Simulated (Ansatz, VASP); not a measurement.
# Ru: VASP beside Ansatz

```
Ru
1.0
    -1.52669    1.52669    1.52669
     1.52669   -1.52669    1.52669
     1.52669    1.52669   -1.52669
Ru
1
Direct
  0.00000 0.00000 0.00000
```

Alike in both runs: task relaxation of cell and atoms; functional r2SCAN; k mesh 20 × 20 × 20; occupations gaussian, width 0.1 eV; no spin polarisation.

|  | VASP | Ansatz |
| --- | --- | --- |
| version | VASP 6.6.1 | Ansatz 0.2.0 |
| potentials or method | VASP PAW PBE potentials, release 64 (Ru_pv), cutoff 600 eV | scalar-relativistic, plane waves, PAW |
| valence electrons in the cell | 14 | 16 |

|  | VASP | Ansatz | Ansatz less VASP |
| --- | --- | --- | --- |
| gap on the k mesh at the Fermi level, each at its own relaxed structure (eV) | none | none | - |
| relaxed volume (Å³/atom) | 14.00 | 13.93 | -0.066 |
| relaxed cell length with the largest relative difference (Å) | 2.630 | 2.625 | -0.0041 |

VASP's potentials were made for PBE, not for r2SCAN. A gap of «none» marks a metal or a gap that the smearing closes. VASP's potentials hold 14 valence electrons a cell and Ansatz's 16, so a difference there can come from the potentials and not from the codes.
